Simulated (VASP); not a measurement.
Ta3Ag:

```
CELL_PARAMETERS angstrom
4.06584 0.00000 0.00000
0.00000 4.06584 0.00000
0.00000 0.00000 4.02405
ATOMIC_POSITIONS crystal
Ta 0.00000 0.50000 0.50000
Ta 0.50000 0.00000 0.50000
Ta 0.50000 0.50000 0.00000
Ag 0.00000 0.00000 0.00000
```

```yaml
Program: VASP 6.6.1
Task: relaxation of cell and atoms
Functional: PBE
Potentials_or_basis: VASP PAW PBE potentials, release 64 (Ta_pv, Ag)
Cutoff: 600 eV
k_mesh: 4 × 4 × 4
Occupations: gaussian, width 0.1 eV
Spin: no spin polarisation
```

At the start: pressure 16.1 GPa; volume 16.63 Å³/atom.

Question: Where does the relaxation end?

Answer: Over 15 steps the energy falls by 102.9 meV/atom and the volume is 17.87 Å³/atom (+7.5 %); space group P4/mmm (No. 123, to 0.05 Å).

The path:
| step | energy change (eV) | largest force (eV/Å) | pressure (GPa) | volume (Å³) |
| --- | --- | --- | --- | --- |
| 1 | 0.0000 | 0.0000 | 16.12 | 66.52 |
| 2 | 0.6196 | 0.0000 | -20.14 | 83.96 |
| 3 | -0.2526 | 0.0000 | -0.67 | 72.13 |
| 4 | -0.2532 | 0.0000 | -0.07 | 71.89 |
| 5 | -0.2531 | 0.0000 | 0.22 | 71.78 |
| 6 | -0.2538 | 0.0000 | 0.22 | 71.78 |
| 7 | -0.2569 | 0.0000 | 0.22 | 71.80 |
| 8 | -0.2683 | 0.0000 | 0.19 | 71.81 |
| 9 | -0.3150 | 0.0000 | 0.22 | 71.80 |
| 10 | -0.4026 | 0.0000 | 0.18 | 71.56 |
| 11 | -0.3695 | 0.0000 | 3.74 | 70.26 |
| 12 | -0.3980 | 0.0000 | 1.01 | 71.05 |
| 13 | -0.4115 | 0.0000 | 0.46 | 71.34 |
| 14 | -0.3840 | 0.0000 | -4.39 | 73.37 |
| 15 | -0.4117 | 0.0000 | 0.07 | 71.49 |

Final structure:
```cif
data_structure
_symmetry_space_group_name_H-M 'P 1'
_symmetry_Int_Tables_number 1
_cell_length_a 4.4255
_cell_length_b 4.4255
_cell_length_c 3.6504
_cell_angle_alpha 90.000
_cell_angle_beta 90.000
_cell_angle_gamma 90.000
_cell_volume 71.49
loop_
_atom_site_label
_atom_site_type_symbol
_atom_site_fract_x
_atom_site_fract_y
_atom_site_fract_z
_atom_site_occupancy
Ta1 Ta 0.00000 0.50000 0.50000 1
Ta2 Ta 0.50000 0.00000 0.50000 1
Ta3 Ta 0.50000 0.50000 0.00000 1
Ag1 Ag 0.00000 0.00000 0.00000 1
```

Caveat: the k points lie up to 0.43 Å⁻¹ apart in the final cell.
